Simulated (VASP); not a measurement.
# WSe2 (P6_3/mmc) in VASP: a series of runs, part 3 of 3

VASP 6.6.1. The steps go on from the part before.

### 5 Single point, PBE+D3(BJ) (volume scaled by 1.10, then relaxed in part)

Contents of INCAR:

```
SYSTEM = WSe2
PREC = Accurate
ENCUT = 520
EDIFF = 1E-6
ISMEAR = 0
SIGMA = 0.02
LREAL = .False.
LASPH = .True.
NELM = 60
ALGO = Normal
ISIF = 2
LWAVE = .False.
LCHARG = .False.
GGA = PE
IVDW = 12
NBANDS = 35
```

Contents of KPOINTS:

```
Automatic mesh
0
Gamma
  9 9 2
  0 0 0
```

Contents of POSCAR:

```
WSe2
1.0
    3.3118077377      0.0000000000      0.0000000000
   -1.6559038688      2.8681096333      0.0000000000
    0.0000000000      0.0000000000     13.7901599040
W Se
2 4
Direct
    0.3333333333      0.6666666667      0.2500000000
    0.6666666667      0.3333333333      0.7500000000
    0.3333333333      0.6666666667      0.6281927749
    0.6666666667      0.3333333333      0.1281927749
    0.3333333333      0.6666666667      0.8718072251
    0.6666666667      0.3333333333      0.3718072251
```

Potentials or basis: VASP PAW PBE potentials, release 64 (W_sv, Se).

Launch:

```bash
cat potpaw_PBE.64/W_sv/POTCAR potpaw_PBE.64/Se/POTCAR > POTCAR
mpirun -np 1 vasp_std > vasp.out
```

OUTCAR:

```text
SYSTEM = WSe2
   PREC = Accurate
   ENCUT = 520
   EDIFF = 1E-6
   ISMEAR = 0
   LREAL = .False.
   LASPH = .True.
   NELM = 60
   ISIF = 2
   GGA = PE
   IVDW = 12
 IVDW          = 12

 ion  position               nearest neighbor table
   1  0.333  0.667  0.250-   4 2.55   6 2.55   4 2.55   6 2.55   4 2.55   6 2.55
   2  0.667  0.333  0.750-   3 2.55   5 2.55   3 2.55   5 2.55   3 2.55   5 2.55
   3  0.333  0.667  0.628-   2 2.55   2 2.55   2 2.55
   4  0.667  0.333  0.128-   1 2.55   1 2.55   1 2.55
   5  0.333  0.667  0.872-   2 2.55   2 2.55   2 2.55
   6  0.667  0.333  0.372-   1 2.55   1 2.55   1 2.55

  LATTYP: Found a hexagonal cell.
 ALAT       =     3.3118077377
 C/A-ratio  =     4.1639373406

  Lattice vectors:

 A1 = (   3.3118077377,   0.0000000000,   0.0000000000)
 A2 = (  -1.6559038688,   2.8681096333,   0.0000000000)
 A3 = (   0.0000000000,   0.0000000000,  13.7901599040)

Analysis of symmetry for initial positions (statically):
=====================================================================
 Subroutine PRICEL returns:
 Original cell was already a primitive cell.

 Routine SETGRP: Setting up the symmetry group for a
 hexagonal supercell.

 Subroutine GETGRP returns: Found 24 space group operations
 (whereof 12 operations were pure point group operations)
 out of a pool of 24 trial point group operations.

The static configuration has the point symmetry D_3d.
 The point group associated with its full space group is D_6h.

Analysis of symmetry for dynamics (positions and initial velocities):
=====================================================================
 Subroutine PRICEL returns:
 Original cell was already a primitive cell.

 Routine SETGRP: Setting up the symmetry group for a
 hexagonal supercell.

 Subroutine GETGRP returns: Found 24 space group operations
 (whereof 12 operations were pure point group operations)
 out of a pool of 24 trial point group operations.

The dynamic configuration has the point symmetry D_3d.
 The point group associated with its full space group is D_6h.

 Subroutine INISYM returns: Found 24 space group operations
 (whereof 12 operations are pure point group operations),
 and found     1 'primitive' translations

----------------------------------------------------------------------------------------

                                     Primitive cell

  volume of cell :     130.9876

  direct lattice vectors                    reciprocal lattice vectors
     3.311807738  0.000000000  0.000000000     0.301949895  0.174330853  0.000000000
    -1.655903869  2.868109633  0.000000000     0.000000000  0.348661707  0.000000000
     0.000000000  0.000000000 13.790159904     0.000000000  0.000000000  0.072515475

  length of vectors
     3.311807738  3.311807738 13.790159904     0.348661707  0.348661707  0.072515475

  position of ions in fractional coordinates (direct lattice)
     0.333333333  0.666666667  0.250000000
     0.666666667  0.333333333  0.750000000
     0.333333333  0.666666667  0.628192775
     0.666666667  0.333333333  0.128192775
     0.333333333  0.666666667  0.871807225
     0.666666667  0.333333333  0.371807225

  ion indices of the primitive-cell ions
   primitive index   ion index
                 1           1
                 2           2
                 3           3
                 4           4
                 5           5
                 6           6

[... 32 lines left out ...]
  0.444444 -0.000000  0.000000      6.000000
  0.111111  0.111111  0.000000      6.000000
[... 16 lines left out ...]
  0.333333  0.222222  0.500000     12.000000
  0.333333  0.333333  0.500000      2.000000
   k-points           NKPTS =     24   k-points in BZ     NKDIM =     24   number of bands    NBANDS=     35
   number of dos      NEDOS =    301   number of ions     NIONS =      6
   total plane-waves  NPLWV =  84672
   dimension x,y,z NGX =    28 NGY =   28 NGZ =  108
   dimension x,y,z NGXF=    56 NGYF=   56 NGZF=  216
   ions per type =               2   4
   NGX,Y,Z   is equivalent  to a cutoff of  14.06, 14.06, 13.02 a.u.
   NGXF,Y,Z  is equivalent  to a cutoff of  28.11, 28.11, 26.04 a.u.
 SYSTEM =  WSe2
   PREC   = accura    normal or accurate (medium, high low for compatibility)
   ISTART =      0    job   : 0-new  1-cont  2-samecut
   ICHARG =      2    charge: 1-file 2-atom 10-const
   ISPIN  =      1    spin polarized calculation?
   LNONCOLLINEAR =      F non collinear calculations
   LSORBIT =      F    spin-orbit coupling
   LASPH  =      T    aspherical Exc in radial PAW
   ENCUT  =  520.0 eV  38.22 Ry    6.18 a.u.   6.16  6.16 25.64*2*pi/ulx,y,z
   NELM   =     60;   NELMIN=  2; NELMDL= -5     # of ELM steps
   EDIFF  = 0.1E-05   stopping-criterion for ELM
   LREAL  =      F    real-space projection
   EDIFFG = 0.1E-04   stopping-criterion for IOM
   NSW    =      0    number of steps for IOM
   IBRION =     -1    ionic relax: 0-MD 1-quasi-New 2-CG
   NFREE  =      0    steps in history (QN), initial steepest desc. (CG)
   ISIF   =      2    stress and relaxation
   ISYM   =      2    0-nonsym 1-usesym 2-fastsym
   POTIM  = 0.5000    time-step for ionic-motion
   TEBEG  =    0.0;   TEEND  =   0.0 temperature during run
   PSTRESS=    0.0 pullay stress
   NELECT =      52.0000    total number of electrons
   NUPDOWN=      -1.0000    fix difference up-down
   EMIN   =  10.00;   EMAX   =-10.00  energy-range for DOS
   EFERMI =   0.00;   METHOD = LEGACY
   ISMEAR =     0;   SIGMA  =   0.02  broadening in eV -4-tet -1-fermi 0-gaus
   EFERMI_NEDOS =   21; number of points for ismear=-14 and -15
   IALGO  =     38    algorithm
   IMIX   =      4    mixing-type and parameters
     AMIX     =   0.40;   BMIX     =  1.00
     AMIX_MAG =   1.60;   BMIX_MAG =  1.00
  volume/ion in A,a.u.               =      21.83       147.32
  Fermi-wavevector in a.u.,A,eV,Ry     =   1.203185  2.273691 19.696544  1.447655
  Thomas-Fermi vector in A             =   2.338946
   LORBIT       =      0    0 simple, 1 ext, 2 COOP (PROOUT), +10 PAW based schemes
   GGA     = PE    functional components
   LHFCALC =     F    Hartree Fock is set to
   AEXX    =    0.0000 exact exchange contribution
   IVDW    =    12    specifies the selected vdW correction
   LEPSILON=     F    determine dielectric tensor
   LRPA    =     F    only Hartree local field effects (RPA)
 non-spin polarized calculation
 Gauss-broadening in eV      SIGMA  =   0.02
  energy-cutoff  :      520.00
  volume of cell :      130.99
 maximum number of plane-waves:      3558
 NGX is ok and might be reduce to    28
   NGX = 13   NGY = 13   NGZ = 51

 number of electron      51.9999999 magnetization

 Free energy of the ion-electron system (eV)
  ---------------------------------------------------
  ext. energy  EPLUGINS =         0.00000000
  ---------------------------------------------------
  free energy    TOTEN  =       -43.23295640 eV

  energy without entropy =      -43.23295640  energy(sigma->0) =      -43.23295640

 E-fermi :   5.4519     XC(G=0): -10.2685

 val. band max:        5.2953470639   @ k =   0.0000   0.0000   0.0000
 cond. band min:       6.6081924827   @ k =   0.2222   0.1111   0.0000
 fundamental gap:      1.3128454188
 Fermi energy:         5.4519359707

 k-point     1 :       0.0000    0.0000    0.0000
  band No.  band energies     occupation
      1     -68.8987      2.00000
      2     -68.8986      2.00000
      3     -33.1247      2.00000
      4     -33.1247      2.00000
      5     -33.0150      2.00000
      6     -33.0150      2.00000
[... 901 lines left out ...]
     34       9.8407      0.00000
     35      11.2629      0.00000

------------------------ aborting loop because EDIFF is reached ----------------------------------------

 Edisp (eV)   -2.58361

 E8    (eV) :    -1.1527

  FORCE on cell =-STRESS in cart. coord.  units (eV):
  Direction    XX          YY          ZZ          XY          YZ          ZX
  --------------------------------------------------------------------------------------
  -------------------------------------------------------------------------------------
  Total      -1.82293    -1.82293    -1.72824    -0.00000    -0.00000     0.00000
  in kB     -22.29724   -22.29724   -21.13899    -0.00000    -0.00000     0.00000
  external pressure =      -21.91 kB  Pullay stress =        0.00 kB

 VOLUME and BASIS-vectors are now :
 -----------------------------------------------------------------------------
  energy-cutoff  :      520.00
  volume of cell :      130.99
      direct lattice vectors                 reciprocal lattice vectors
     3.311807738  0.000000000  0.000000000     0.301949895  0.174330853  0.000000000
    -1.655903869  2.868109633  0.000000000     0.000000000  0.348661707  0.000000000
     0.000000000  0.000000000 13.790159904     0.000000000  0.000000000  0.072515475

 POSITION                                       TOTAL-FORCE (eV/Angst)
 -----------------------------------------------------------------------------------
     -0.00000      1.91207      3.44754         0.000000      0.000000      0.000000
      1.65590      0.95604     10.34262        -0.000000     -0.000000      0.000000
     -0.00000      1.91207      8.66288         0.000000      0.000000     -0.044591
      1.65590      0.95604      1.76780        -0.000000     -0.000000     -0.044591
     -0.00000      1.91207     12.02236         0.000000      0.000000      0.044591
      1.65590      0.95604      5.12728        -0.000000      0.000000      0.044591
 -----------------------------------------------------------------------------------
    total drift:                               -0.000000      0.000000     -0.000000

  FREE ENERGIE OF THE ION-ELECTRON SYSTEM (eV)
  ---------------------------------------------------
  free  energy   TOTEN  =       -45.8165667566 eV

  energy  without entropy=      -45.8165667566  energy(sigma->0) =      -45.81656676
```

OSZICAR:

```text
N       E                     dE             d eps       ncg     rms          rms(c)
DAV:   1     0.495827909655E+03    0.49583E+03   -0.27864E+04  1872   0.143E+03
DAV:   2    -0.125956914327E+02   -0.50842E+03   -0.49117E+03  1973   0.382E+02
DAV:   3    -0.444296990090E+02   -0.31834E+02   -0.31218E+02  2085   0.892E+01
DAV:   4    -0.452194294714E+02   -0.78973E+00   -0.78562E+00  2017   0.142E+01
DAV:   5    -0.452305099696E+02   -0.11080E-01   -0.11065E-01  2080   0.183E+00    0.288E+01
DAV:   6    -0.436511047006E+02    0.15794E+01   -0.63430E+00  1866   0.165E+01    0.100E+01
DAV:   7    -0.434129201730E+02    0.23818E+00   -0.29617E+00  1807   0.826E+00    0.558E+00
DAV:   8    -0.432312573663E+02    0.18166E+00   -0.37952E-01  1901   0.427E+00    0.123E+00
DAV:   9    -0.432342441335E+02   -0.29868E-02   -0.62085E-02  1968   0.119E+00    0.878E-01
DAV:  10    -0.432329716423E+02    0.12725E-02   -0.13144E-02  1846   0.772E-01    0.150E-01
DAV:  11    -0.432329618752E+02    0.97671E-05   -0.16887E-03  1849   0.264E-01    0.163E-01
DAV:  12    -0.432329329879E+02    0.28887E-04   -0.69989E-05  1960   0.495E-02    0.989E-02
DAV:  13    -0.432329538588E+02   -0.20871E-04   -0.63795E-05  1806   0.450E-02    0.817E-03
DAV:  14    -0.432329561536E+02   -0.22948E-05   -0.60740E-06  1825   0.116E-02    0.699E-03
DAV:  15    -0.432329563970E+02   -0.24346E-06   -0.73761E-07  1277   0.505E-03
   1 F= -.45816567E+02 E0= -.45816567E+02  d E =-.166186E-30
```

stdout:

```text
POSCAR found type information on POSCAR W Se
 POSCAR found :  2 types and       6 ions
 scaLAPACK will be used
 LDA part: xc-table for (Slater+PW92), standard interpolation
 POSCAR, INCAR and KPOINTS ok, starting setup
 FFT: planning ... GRIDC
 FFT: planning ... GRID_SOFT
 FFT: planning ... GRID
 WAVECAR not read
 entering main loop
```

Wall time 1.9 min (1 thread of AMD EPYC 7R43 (Zen 3), shared host); peak memory 0.29 GiB.

Results:

```
Free energy                : -45.8166 eV
Pressure                   : -2.2 GPa
Largest force              : 0.045 eV/Å
Band gap on the k mesh     : 1.31 eV, indirect (least direct gap 1.51 eV)
Dispersion energy per atom : -0.431 eV
```

Forces on the atoms (eV/Å):
```
W    0.000  0.000  0.000
W    0.000  0.000  0.000
Se   0.000  0.000 -0.045
Se   0.000  0.000 -0.045
Se   0.000  0.000  0.045
Se   0.000  0.000  0.045
```

Caveat: spin-orbit coupling is left out, which moves the levels of the heavy elements. A k mesh can miss the band edges.

### 6 The runs side by side

```tsv
cell	k mesh	smearing	gap on the mesh (eV)	pressure (GPa)	largest force (eV/Å)
a = 3.290, b = 3.290, c = 12.970 Å, angles 90.0, 90.0, 120.0°, 6 atoms	6 × 6 × 2	gaussian 0.1 eV	0.97	0.2	0.22
a = 3.304, b = 3.304, c = 13.353 Å, angles 90.0, 90.0, 120.0°, 6 atoms	9 × 9 × 2	gaussian 0.02 eV	1.18	-1.7	0.05
a = 3.312, b = 3.312, c = 13.790 Å, angles 90.0, 90.0, 120.0°, 6 atoms	9 × 9 × 2	gaussian 0.02 eV	1.31	-2.2	0.04
```

Alike in all rows: task single point; level PBE+D3(BJ); potentials or basis VASP PAW PBE potentials, release 64 (W_sv, Se); no spin polarisation; cutoff (eV) 520.

Caveats: spin-orbit coupling is left out, which moves the levels of the heavy elements.

Absolute energies hang on the potentials; compare differences alone.

### 7 Comparison with measurements

Step 2. Measured gap of WSe2: 1.3 eV (indirect; “Time-resolved XUV ARPES with tunable 24–33 eV laser pulses at 30 meV resolution”, 2019, pmc:6684652). This calculation gives 0.97 eV (-0.33 eV). Spin-orbit coupling on Se, W is left out. The value is that of PBE+D3(BJ) on a finite k mesh, which can miss the band edges, without temperature or zero-point motion. Semilocal functionals fall short of measured gaps as a rule.

Step 4. A measured gap of WSe2 is 1.3 eV (indirect; “Time-resolved XUV ARPES with tunable 24–33 eV laser pulses at 30 meV resolution”, 2019, pmc:6684652); the calculated 1.18 eV misses it by -0.12 eV. Spin-orbit coupling on Se, W is left out. The value is that of PBE+D3(BJ) on a finite k mesh, which can miss the band edges, without temperature or zero-point motion. Semilocal functionals fall short of measured gaps as a rule.
